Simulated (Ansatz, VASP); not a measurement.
Si2Mo in VASP and in Ansatz

INCAR

```
ALGO = Normal ; EDIFF = 1E-7
EDIFFG = -0.002 ; ENCUT = 600
GGA = PE ; IBRION = 2
ISIF = 3 ; ISMEAR = 0
LASPH = True ; LCHARG = False
LREAL = False ; LWAVE = False
NELM = 100 ; NSW = 100
PREC = Accurate ; SIGMA = 0.1
```

KPOINTS

```
k-points
0
Gamma
  18 18 18
```

File POSCAR:

```
Si2Mo
1.0
   -1.6000000000      1.6000000000      3.9305000000
    1.6000000000     -1.6000000000      3.9305000000
    1.6000000000      1.6000000000     -3.9305000000
Si Mo
2 1
Direct
    0.3330000000      0.3330000000      0.0000000000
    0.6670000000      0.6670000000      0.0000000000
    0.0000000000      0.0000000000      0.0000000000
```

Input for Ansatz:

```yaml
crystal:
  lattice:
    - [-1.6, 1.6, 3.9305]
    - [1.6, -1.6, 3.9305]
    - [1.6, 1.6, -3.9305]
  atoms:
    - { symbol: Si, position: [0.333, 0.333, 0.0] }
    - { symbol: Si, position: [0.667, 0.667, 0.0] }
    - { symbol: Mo, position: [0.0, 0.0, 0.0] }
basis:
  ecutwfc: 600.0
kpoints:
  mp_grid: { grid: [18, 18, 18] }
hamiltonian:
  xc: pbe
scf:
  occupations: { method: gaussian, width: 0.1 }
output:
  forces: true
  stress: true
  eigenvalues: true
  write_density: true
  write_potential: true
  elf: true
  volumetric_format: npy
relax:
  adjacent_minimum: "off"
  f_tol: 0.002
  max_steps: 80
  cell: { stress_tol: 0.02 }
```

Alike in both runs: task relaxation of cell and atoms; functional PBE; k mesh 18 × 18 × 18; occupations gaussian, width 0.1 eV; no spin polarisation.

|  | VASP | Ansatz |
| --- | --- | --- |
| version | VASP 6.6.1 | Ansatz 0.2.0 |
| potentials or method | VASP PAW PBE potentials, release 64 (Si, Mo_sv), cutoff 600 eV | scalar-relativistic, plane waves, PAW |
| valence electrons in the cell | 22 | 22 |

Ansatz gave:

* gap on the k mesh at the Fermi level, each at its own relaxed structure (eV): none
* relaxed volume (Å³/atom): 13.58
* relaxed cell length with the largest relative difference (Å): 4.546

Q: What did VASP give for the same quantities?

A: gap on the k mesh at the Fermi level, each at its own relaxed structure (eV): none; relaxed volume (Å³/atom): 13.59; relaxed cell length with the largest relative difference (Å): 4.547.

A gap of «none» marks a metal or a gap that the smearing closes.
